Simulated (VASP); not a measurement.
# H4C in VASP: further runs, part 2 of 2

VASP 6.6.1. The steps go on from the part before.

## (4) Single point, PBE+D3(BJ)

The input, INCAR:

```
ALGO = Normal
EDIFF = 1E-6
ENCUT = 520
GGA = PE
GGA_COMPAT = F
ISIF = 2
ISMEAR = -1
IVDW = 12
LASPH = T
LCHARG = T
LELF = T
LREAL = Auto
LVHAR = T
LWAVE = F
NBANDS = 58
NELM = 120
PREC = Accurate
SIGMA = 0.05
```

The input, KPOINTS:

```
k-points
0
Gamma
  1 1 1
```

The input, POSCAR:

```
H4C
1.0
    7.6834750000      0.0000000000      0.0000000000
    0.0000000000      7.6834750000      0.0000000000
    0.0000000000      0.0000000000      7.6834750000
C H
8 32
Direct
   -0.0443549305      0.6798876810      0.6780135290
    1.0313562548      0.5400030585      0.2339826706
    0.2322646979      0.8725609181      0.0512658660
    0.5159774711      0.1945083442      0.2445247756
    0.0703067297      0.0462941573      0.4065998783
    0.2772053010      0.3278464497      0.8067443442
    0.5941061824      0.6272682608      0.1466654086
    0.5616729410      0.9038097996      0.6771935875
    0.0328887645      0.8008225445      0.6912627424
    0.0379906227      0.5650047667      0.6540009566
   -0.1341190021      0.7198956201      0.5769394707
   -0.1122799254      0.6467125877      0.7924409203
    1.0210093740      0.5398208493      0.0885146369
    1.1742993893      0.4938650806      0.2532708182
    0.9450541584      0.4513062124      0.3005410963
    1.0197469244      0.6688249783      0.2779861977
    0.1333771503      0.7889138704      0.1094686974
    0.1810508917      1.0044803946      0.0728186140
    0.2523988169      0.8272038368     -0.0854040652
    0.3504534081      0.8564484169      0.1274553506
    0.6514109827      0.2537133263      0.2203950686
    0.5338860346      0.0948138700      0.3534468453
    0.4689024172      0.1199327127      0.1394551294
    0.4098275845      0.2862637023      0.2866931955
    0.0508884326      0.1718232961      0.3446096981
    0.0839333765      0.0990697568      0.5504280290
    0.1950159270     -0.0228412274      0.3663186254
   -0.0595694006     -0.0208239111      0.3973462528
    0.3205320509      0.4172851477      0.9065949977
    0.1914888771      0.2311454127      0.8699058694
    0.3665008346      0.2226466540      0.7554914931
    0.2193408581      0.4095152259      0.7005684277
    0.4731843339      0.7069457505      0.1779142901
    0.6734062387      0.5738679439      0.2506287845
    0.6819700721      0.7196353213      0.0777122331
    0.5414347024      0.5280423246      0.0642417656
    0.5377514731      0.7935992503      0.5861019916
    0.5225890629      0.8767126853      0.7995991397
    0.4723643924      1.0122763463      0.6405174742
    0.7052017479      0.9350847110      0.6891673364
```

Potentials or basis: VASP PAW PBE potentials, release 64 (C, H).

Run with:

```console
$ cat potpaw_PBE.64/C/POTCAR potpaw_PBE.64/H/POTCAR > POTCAR
$ mpirun -np 1 vasp_gam > vasp.out
```

OUTCAR:

```text
EDIFF = 1E-6
   ENCUT = 520
   GGA = PE
   ISIF = 2
   ISMEAR = -1
   IVDW = 12
   LASPH = T
   LREAL = Auto
   NELM = 120
   PREC = Accurate
 IVDW          = 12

 ion  position               nearest neighbor table
   1  0.956  0.680  0.678-  12 1.05  11 1.08  10 1.10   9 1.11
   2  0.031  0.540  0.234-  16 1.05  15 1.08  13 1.12  14 1.16
   3  0.232  0.873  0.051-  20 1.09  17 1.09  18 1.10  19 1.12
   4  0.516  0.195  0.245-  23 1.05  24 1.13  22 1.14  21 1.15
[... 337 lines left out ...]
  Total      -6.41447    -1.27911     3.70801     3.20878    -1.28024    -0.90571
  in kB     -22.65680    -4.51799    13.09719    11.33386    -4.52199    -3.19909
  external pressure =       -4.69 kB  Pullay stress =        0.00 kB

 VOLUME and BASIS-vectors are now :
 -----------------------------------------------------------------------------
  energy-cutoff  :      520.00
  volume of cell :      453.60
      direct lattice vectors                 reciprocal lattice vectors
     7.683475000  0.000000000  0.000000000     0.130149444  0.000000000  0.000000000
     0.000000000  7.683475000  0.000000000     0.000000000  0.130149444  0.000000000
     0.000000000  0.000000000  7.683475000     0.000000000  0.000000000  0.130149444

 POSITION                                       TOTAL-FORCE (eV/Angst)
 -----------------------------------------------------------------------------------
      7.34268      5.22390      5.20950         1.084611      0.663613     -0.691692
      0.24092      4.14910      1.79780         2.570575     -1.795454     -1.465753
      1.78460      6.70430      0.39390        -0.617434     -0.222797     -0.279519
      3.96450      1.49450      1.87880         1.158714      0.151872      2.340687
      0.54020      0.35570      3.12410         0.024770      0.762955      2.334294
      2.12990      2.51900      6.19860        -0.299185     -1.363754     -0.742825
[... 32 lines left out ...]
      3.62940      0.09432      4.92140         0.892306     -0.135737     -0.273398
      5.41840      7.18470      5.29520        -1.187007      0.153178     -0.559597
 -----------------------------------------------------------------------------------
    total drift:                                0.017038     -0.010999     -0.019972

  FREE ENERGIE OF THE ION-ELECTRON SYSTEM (eV)
  ---------------------------------------------------
  free  energy   TOTEN  =      -191.2935891461 eV

  energy  without entropy=     -191.2935891460  energy(sigma->0) =     -191.29358915
```

OSZICAR:

```text
N       E                     dE             d eps       ncg     rms          rms(c)
DAV:   1     0.362419632825E+03    0.36242E+03   -0.28640E+04   116   0.942E+02
DAV:   2    -0.156530042841E+03   -0.51895E+03   -0.49336E+03   150   0.205E+02
DAV:   3    -0.212674071696E+03   -0.56144E+02   -0.55758E+02   144   0.727E+01
DAV:   4    -0.214346801225E+03   -0.16727E+01   -0.16687E+01   152   0.150E+01
DAV:   5    -0.214388108371E+03   -0.41307E-01   -0.41295E-01   152   0.224E+00    0.241E+01
DAV:   6    -0.193169183122E+03    0.21219E+02   -0.37432E+01   136   0.183E+01    0.113E+01
DAV:   7    -0.190745144363E+03    0.24240E+01   -0.68726E+00   152   0.801E+00    0.676E+00
DAV:   8    -0.190174523267E+03    0.57062E+00   -0.18915E+00   144   0.437E+00    0.266E+00
DAV:   9    -0.190077816958E+03    0.96706E-01   -0.25725E-01   136   0.154E+00    0.719E-01
DAV:  10    -0.190091277266E+03   -0.13460E-01   -0.52004E-02   136   0.736E-01    0.211E-01
DAV:  11    -0.190094698929E+03   -0.34217E-02   -0.20110E-03   128   0.222E-01    0.120E-01
DAV:  12    -0.190095342202E+03   -0.64327E-03   -0.10614E-03   136   0.162E-01    0.735E-02
DAV:  13    -0.190095374269E+03   -0.32067E-04   -0.45449E-04   120   0.944E-02    0.463E-02
DAV:  14    -0.190095303180E+03    0.71089E-04   -0.13874E-04   120   0.452E-02    0.138E-02
DAV:  15    -0.190095297991E+03    0.51895E-05   -0.11627E-05   144   0.156E-02    0.939E-03
DAV:  16    -0.190095296147E+03    0.18436E-05   -0.13919E-06    88   0.710E-03    0.476E-03
DAV:  17    -0.190095295450E+03    0.69737E-06   -0.23128E-06   136   0.615E-03
   1 F= -.19129359E+03 E0= -.19129359E+03  d E =-.401126E-10
```

stdout:

```text
POSCAR found type information on POSCAR C H
 POSCAR found :  2 types and      40 ions
 scaLAPACK will be used
 LDA part: xc-table for (Slater+PW92), standard interpolation
 POSCAR, INCAR and KPOINTS ok, starting setup
 FFT: planning ... GRIDC
 FFT: planning ... GRID_SOFT
 FFT: planning ... GRID
 WAVECAR not read
 entering main loop
```

It took 1.8 min on 1 thread of AMD EPYC 7R13, shared host; peak memory 0.42 GiB.

What came out:

| Quantity | Value |
| --- | --- |
| Free energy | -191.2936 eV |
| Pressure | -0.5 GPa |
| Largest force | 3.706 eV/Å |
| Band gap on the k mesh | 6.73 eV |
| Dispersion energy per atom | -0.030 eV |

Forces on the atoms (eV/Å):
```
C    1.085  0.664 -0.692
C    2.571 -1.795 -1.466
C   -0.617 -0.223 -0.280
C    1.159  0.152  2.341
C    0.025  0.763  2.334
C   -0.299 -1.364 -0.743
C   -0.481  1.959 -0.209
C    1.074  0.942 -2.949
H    0.183 -0.523  0.476
H   -0.134  0.455 -0.634
H   -0.320 -0.731 -0.485
H   -0.898  0.114  1.342
H   -0.480 -0.225  0.787
H   -1.600  0.551  0.143
H   -0.356 -0.259  0.006
H   -0.260  1.274  0.748
H    0.132 -0.057 -0.157
H    0.274 -0.004 -0.665
H   -0.080  0.642  0.593
H    0.042  0.252 -0.109
H   -1.690 -0.353  0.099
H   -0.135  0.929 -0.709
H   -0.245 -0.488 -1.419
H    0.996 -0.259 -0.270
H    0.323  0.134 -0.813
H   -0.070 -1.189 -1.609
H   -1.498  0.509  0.342
H    1.159 -0.114 -0.017
H    0.766 -0.074  0.222
H   -0.881  0.795 -0.106
H    0.371  1.591  0.158
H    0.122 -0.954  0.509
H    1.459 -0.912  0.641
H   -0.452 -0.090  0.534
H   -0.370 -0.482 -0.175
H    0.250 -0.695 -0.697
H    0.223  0.348  0.455
H   -1.050 -1.301  3.307
H    0.892 -0.136 -0.273
H   -1.187  0.153 -0.560
```

Levels at points of the mesh, in eV from the valence-band top:
| k point | band 30 | band 31 | band 32 | band 33 | band 34 | band 35 |
| --- | --- | --- | --- | --- | --- | --- |
| (0.00, 0.00, 0.00) | -0.36 | -0.16 | 0.00 | 6.73 | 8.69 | 8.77 |

Caveat: the k points lie up to 0.82 Å⁻¹ apart.
